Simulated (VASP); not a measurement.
# P (Fd-3m) in VASP: a series of runs

P is run at these levels: PBEsol; tasks: single point, relaxation of cell and atoms.

Program: VASP 6.6.1. These are calculated values, not measurements. Logs are shortened: lines on timing, memory, paths and dates and some standing lists are left out, and cuts for length are marked.

### Step 1. The cell of the first run

It takes space group Fd-3m (No. 227, cubic). The conventional cell has a = 5.374 Å, b = 5.374 Å, c = 5.374 Å, α = 90.00°, β = 90.00°, γ = 90.00°. P (site symmetry -43m) has 4 P at 2.33 Å within 3.1 Å.

### Step 2. Single point, PBEsol

INCAR

```
PREC = Accurate
ENCUT = 520
EDIFF = 1E-7
ISMEAR = -1
SIGMA = 0.1
LREAL = False
LASPH = True
NELM = 80
ALGO = Normal
ISIF = 2
LWAVE = False
LCHARG = True
GGA = PS
LELF = True
LVHAR = True
NBANDS = 12
```

KPOINTS

```
regular mesh
0
Gamma
  10 10 10
```

POSCAR

```
P
1.0
    0.0000000000      2.6869937657      2.6869937657
    2.6869937657      0.0000000000      2.6869937657
    2.6869937657      2.6869937657      0.0000000000
P
2
Direct
    0.1250000000      0.1250000000      0.1250000000
    0.8750000000      0.8750000000      0.8750000000
```

Potentials or basis: VASP PAW PBE potentials, release 64 (P).

Launch:

```bash
cat potpaw_PBE.64/P/POTCAR > POTCAR
mpirun -np 1 vasp_std > vasp.out
```

OUTCAR:

```text
PREC = Accurate
   ENCUT = 520
   EDIFF = 1E-7
   ISMEAR = -1
   LREAL = False
   LASPH = True
   NELM = 80
   ISIF = 2
   GGA = PS

 ion  position               nearest neighbor table
   1  0.125  0.125  0.125-   2 2.33   2 2.33   2 2.33   2 2.33
   2  0.875  0.875  0.875-   1 2.33   1 2.33   1 2.33   1 2.33

  LATTYP: Found a face centered cubic cell.
 ALAT       =     5.3739875314

  Lattice vectors:

 A1 = (   0.0000000000,   2.6869937657,   2.6869937657)
 A2 = (   2.6869937657,   0.0000000000,   2.6869937657)
 A3 = (   2.6869937657,   2.6869937657,   0.0000000000)

Analysis of symmetry for initial positions (statically):
=====================================================================
 Subroutine PRICEL returns:
 Original cell was already a primitive cell.

 Routine SETGRP: Setting up the symmetry group for a
 face centered cubic supercell.

 Subroutine GETGRP returns: Found 48 space group operations
 (whereof 12 operations were pure point group operations)
 out of a pool of 48 trial point group operations.

The static configuration has the point symmetry D_3d.
 The point group associated with its full space group is O_h .

Analysis of symmetry for dynamics (positions and initial velocities):
=====================================================================
 Subroutine PRICEL returns:
 Original cell was already a primitive cell.

 Routine SETGRP: Setting up the symmetry group for a
 face centered cubic supercell.

 Subroutine GETGRP returns: Found 48 space group operations
 (whereof 12 operations were pure point group operations)
 out of a pool of 48 trial point group operations.

The dynamic configuration has the point symmetry D_3d.
 The point group associated with its full space group is O_h .

 Subroutine INISYM returns: Found 48 space group operations
 (whereof 12 operations are pure point group operations),
 and found     1 'primitive' translations

----------------------------------------------------------------------------------------

                                     Primitive cell

  volume of cell :      38.7998

  direct lattice vectors                    reciprocal lattice vectors
     0.000000000  2.686993766  2.686993766    -0.186081563  0.186081563  0.186081563
     2.686993766  0.000000000  2.686993766     0.186081563 -0.186081563  0.186081563
     2.686993766  2.686993766  0.000000000     0.186081563  0.186081563 -0.186081563

  length of vectors
[... 91 lines left out ...]
   TEBEG  =    0.0;   TEEND  =   0.0 temperature during run
   PSTRESS=    0.0 pullay stress
   NELECT =      10.0000    total number of electrons
   NUPDOWN=      -1.0000    fix difference up-down
   EMIN   =  10.00;   EMAX   =-10.00  energy-range for DOS
   EFERMI =   0.00;   METHOD = LEGACY
   ISMEAR =    -1;   SIGMA  =   0.10  broadening in eV -4-tet -1-fermi 0-gaus
   EFERMI_NEDOS =   21; number of points for ismear=-14 and -15
   IALGO  =     38    algorithm
   IMIX   =      4    mixing-type and parameters
     AMIX     =   0.40;   BMIX     =  1.00
     AMIX_MAG =   1.60;   BMIX_MAG =  1.00
  volume/ion in A,a.u.               =      19.40       130.92
  Fermi-wavevector in a.u.,A,eV,Ry     =   1.041833  1.968779 14.767986  1.085416
  Thomas-Fermi vector in A             =   2.176471
   LORBIT       =      0    0 simple, 1 ext, 2 COOP (PROOUT), +10 PAW based schemes
   GGA     = PS    functional components
   LHFCALC =     F    Hartree Fock is set to
   AEXX    =    0.0000 exact exchange contribution
   IVDW    =     0    specifies the selected vdW correction
   LEPSILON=     F    determine dielectric tensor
   LRPA    =     F    only Hartree local field effects (RPA)
 non-spin polarized calculation
  energy-cutoff  :      520.00
  volume of cell :       38.80
 maximum number of plane-waves:      1056
   NGX = 15   NGY = 15   NGZ = 15

 number of electron      10.0000000 magnetization

 number of electron       9.9999998 magnetization

 Free energy of the ion-electron system (eV)
  ---------------------------------------------------
  ext. energy  EPLUGINS =         0.00000000
  ---------------------------------------------------
  free energy    TOTEN  =       -10.46605654 eV

  energy without entropy =      -10.42663625  energy(sigma->0) =      -10.44634640

 E-fermi :   6.4525     XC(G=0):  -9.9320

 val. band max:        6.4436077839   @ k =  -0.3000   0.3000   0.1000
 cond. band min:       6.4570797010   @ k =   0.4000   0.3000   0.0000
 fundamental gap:      0.0134719172
 Fermi energy:         6.4524823972

 k-point     1 :       0.0000    0.0000    0.0000
  band No.  band energies     occupation
      1      -8.9737      2.00000
      2       3.3267      2.00000
      3       3.3267      2.00000
      4       3.3267      2.00000
      5       3.5894      2.00000
      6       6.5200      0.67471
      7       6.5200      0.67471
      8       6.5200      0.67471
      9      12.4494      0.00000
     10      13.2506      0.00000
     11      13.2506      0.00000
     12      16.7474      0.00000
[... 331 lines left out ...]
 k-point    24 :       0.4000    0.3000    0.0000
  band No.  band energies     occupation
      1      -6.9947      2.00000
      2      -2.9622      2.00000
      3       0.9384      2.00000
      4       1.2431      2.00000
      5       5.3176      1.99998
      6       6.4571      0.97702
      7      10.3243      0.00000
      8      10.6740      0.00000
      9      13.2670      0.00000
     10      15.7854      0.00000
     11      16.0546      0.00000
     12      17.5149      0.00000

 [... further k-points ...]

------------------------ aborting loop because EDIFF is reached ----------------------------------------

  FORCE on cell =-STRESS in cart. coord.  units (eV):
  Direction    XX          YY          ZZ          XY          YZ          ZX
  --------------------------------------------------------------------------------------
  -------------------------------------------------------------------------------------
  Total        0.0203650      0.0203650      0.0203650     -0.0000000      0.0000000      0.0000000
  in kB        0.8409410      0.8409410      0.8409410     -0.0000000      0.0000000      0.0000000
  external PRESSURE =       0.8409410 kB  Pullay stress =       0.0000000 kB

 VOLUME and BASIS-vectors are now :
 -----------------------------------------------------------------------------
  energy-cutoff  :      520.00
  volume of cell :       38.80
      direct lattice vectors                 reciprocal lattice vectors
     0.000000000  2.686993766  2.686993766    -0.186081563  0.186081563  0.186081563
     2.686993766  0.000000000  2.686993766     0.186081563 -0.186081563  0.186081563
     2.686993766  2.686993766  0.000000000     0.186081563  0.186081563 -0.186081563

 POSITION                                       TOTAL-FORCE (eV/Angst)
 -----------------------------------------------------------------------------------
      0.67175      0.67175      0.67175         0.000000      0.000000      0.000000
      4.70224      4.70224      4.70224        -0.000000     -0.000000     -0.000000
 -----------------------------------------------------------------------------------
    total drift:                               -0.000000     -0.000000     -0.000000

  FREE ENERGIE OF THE ION-ELECTRON SYSTEM (eV)
  ---------------------------------------------------
  free  energy   TOTEN  =       -10.4660565448 eV

  energy  without entropy=      -10.4266362490  energy(sigma->0) =      -10.44634640
```

OSZICAR:

```text
N       E                     dE             d eps       ncg     rms          rms(c)
DAV:   1     0.189524841711E+02    0.18952E+02   -0.42245E+03  1128   0.696E+02
DAV:   2    -0.935828938799E+01   -0.28311E+02   -0.27153E+02  1552   0.107E+02
DAV:   3    -0.105245349290E+02   -0.11662E+01   -0.11569E+01  1420   0.205E+01
DAV:   4    -0.105343082775E+02   -0.97733E-02   -0.97695E-02  1372   0.233E+00
DAV:   5    -0.105344266532E+02   -0.11838E-03   -0.11837E-03  1496   0.241E-01    0.789E+00
DAV:   6    -0.104889147843E+02    0.45512E-01   -0.14982E-02  1356   0.632E-01    0.467E+00
DAV:   7    -0.104661103044E+02    0.22804E-01   -0.29334E-02  1364   0.918E-01    0.756E-02
DAV:   8    -0.104660519974E+02    0.58307E-04   -0.17386E-03  1324   0.256E-01    0.317E-02
DAV:   9    -0.104660550992E+02   -0.31018E-05   -0.31949E-05  1448   0.376E-02    0.153E-02
DAV:  10    -0.104660566005E+02   -0.15013E-05   -0.12695E-06  1356   0.745E-03    0.390E-03
DAV:  11    -0.104660565448E+02    0.55703E-07   -0.12221E-07   988   0.208E-03
   1 F= -.10466057E+02 E0= -.10446346E+02  d E =-.394203E-01
```

Run time: 19 s. Hardware: 1 thread of Intel Xeon 8259CL, shared host; peak memory 0.15 GiB.

What came out:

```yaml
Free_energy: -10.4661 eV
Pressure: 0.1 GPa
Band_gap_on_the_k_mesh: zero (band 5 reaches 7.49 eV, above the bottom of band 6 at 5.16 eV)
```

Caveat: the PAW data sets were made with another functional, which shifts forces and pressure a little.

### Step 3. Single point, PBEsol (volume scaled by 0.88)

INCAR

```
PREC = Accurate ; ENCUT = 520
EDIFF = 1E-7 ; ISMEAR = -1
SIGMA = 0.1 ; LREAL = F
LASPH = T ; NELM = 80
ALGO = Normal ; ISIF = 2
LWAVE = F ; LCHARG = F
GGA = PS ; NBANDS = 12
```

KPOINTS

```
Automatic mesh
0
Gamma
  17 17 17
```

POSCAR

```
P
1.0
    0.0000000000      2.5749030569      2.5749030569
    2.5749030569      0.0000000000      2.5749030569
    2.5749030569      2.5749030569      0.0000000000
P
2
Direct
    0.1250000000      0.1250000000      0.1250000000
    0.8750000000      0.8750000000      0.8750000000
```

Potentials or basis: VASP PAW PBE potentials, release 64 (P).

Launch:

```bash
cat potpaw_PBE.64/P/POTCAR > POTCAR
mpirun -np 1 vasp_std > vasp.out
```

It took 71 s on 1 thread of Intel Xeon 8259CL, shared host; peak memory 0.18 GiB.

It converged, with:

```yaml
Free_energy: -10.3482 eV
Pressure: 8.3 GPa
Band_gap_on_the_k_mesh: zero (band 5 reaches 9.77 eV, above the bottom of band 6 at 6.47 eV)
```

Levels at points of the mesh, in eV from the Fermi level:
| k point | band 2 | band 3 | band 4 | band 5 | band 6 | band 7 | band 8 | band 9 |
| --- | --- | --- | --- | --- | --- | --- | --- | --- |
| (0.00, 0.00, 0.00) | -3.60 | -3.60 | -3.60 | -1.79 | -0.23 | -0.23 | -0.23 | 6.21 |

Caveat: the PAW data sets were made with another functional, which shifts forces and pressure a little.

[end of part 1 of 2]
